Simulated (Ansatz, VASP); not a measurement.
PtSeS4 in VASP and in Ansatz

INCAR

```
  PREC = Accurate
  ENCUT = 600
  EDIFF = 1E-6
  ISMEAR = 0
  SIGMA = 0.1
  LREAL = F
  LASPH = T
  NELM = 80
  ALGO = Normal
  ISIF = 3
  LWAVE = F
  LCHARG = F
  GGA = PE
  IBRION = 2
  NSW = 90
  EDIFFG = -0.04
```

File KPOINTS:

```
regular mesh
0
Gamma
  4 4 4
```

File POSCAR:

```
PtSeS4
1.0
   -2.8948071400      2.8948071400      3.7062463900
    2.8948071400     -2.8948071400      3.7062463900
    2.8948071400      2.8948071400     -3.7062463900
Pt Se S
1 1 4
Direct
    0.5000000000      0.5000000000      0.0000000000
    0.0000000000      0.0000000000      0.0000000000
    0.0344968100      0.0344968100      0.3366426200
    0.9655031900      0.3021458100      0.0000000000
    0.3021458100      0.9655031900      0.0000000000
    0.6978541900      0.6978541900      0.6633573800
```

Input for Ansatz:

```yaml
crystal:
  lattice:
    - [-2.89480714, 2.89480714, 3.70624639]
    - [2.89480714, -2.89480714, 3.70624639]
    - [2.89480714, 2.89480714, -3.70624639]
  atoms:
    - { symbol: Pt, position: [0.5, 0.5, 0.0] }
    - { symbol: Se, position: [0.0, 0.0, 0.0] }
    - { symbol: S, position: [0.03449681, 0.03449681, 0.33664262] }
    - { symbol: S, position: [0.96550319, 0.30214581, 0.0] }
    - { symbol: S, position: [0.30214581, 0.96550319, 0.0] }
    - { symbol: S, position: [0.69785419, 0.69785419, 0.66335738] }
basis:
  ecutwfc: 420
kpoints:
  mp_grid: { grid: [4, 4, 4] }
hamiltonian:
  xc: pbe
scf:
  occupations: { method: gaussian, width: 0.1 }
  lower_state_search: "off"
output:
  forces: true
  stress: true
  eigenvalues: true
relax:
  adjacent_minimum: "off"
  f_tol: 0.04
  max_steps: 70
  cell: { stress_tol: 0.4 }
```

Change from the starting cell: species swapped into the NaClO4 type (I-42m, No. 121).

Alike in both runs: task relaxation of cell and atoms; functional PBE; k mesh 4 × 4 × 4; occupations gaussian, width 0.1 eV; no spin polarisation.

|  | VASP | Ansatz |
| --- | --- | --- |
| version | VASP 6.6.1 | Ansatz 0.2.0 |
| potentials or method | VASP PAW PBE potentials, release 64 (Pt, Se, S), cutoff 600 eV | scalar-relativistic, plane waves, PAW |
| valence electrons in the cell | 40 | 58 |

```csv
,VASP,Ansatz,Ansatz less VASP
"gap on the k mesh at the Fermi level, each at its own relaxed structure (eV)",none,none,-
relaxed volume (Å³/atom),27.76,28.39,+0.635
relaxed cell length with the largest relative difference (Å),6.469,6.548,+0.0793
```

A gap of «none» marks a metal or a gap that the smearing closes. VASP's potentials hold 40 valence electrons a cell and Ansatz's 58, so a difference there can come from the potentials and not from the codes.

The k mesh is coarse, so the values compare programs but aren't converged. Neither program's run includes spin-orbit coupling. Noted on VASP's run: the volume moved by over 15 % at a fixed basis, so the end points are rough.
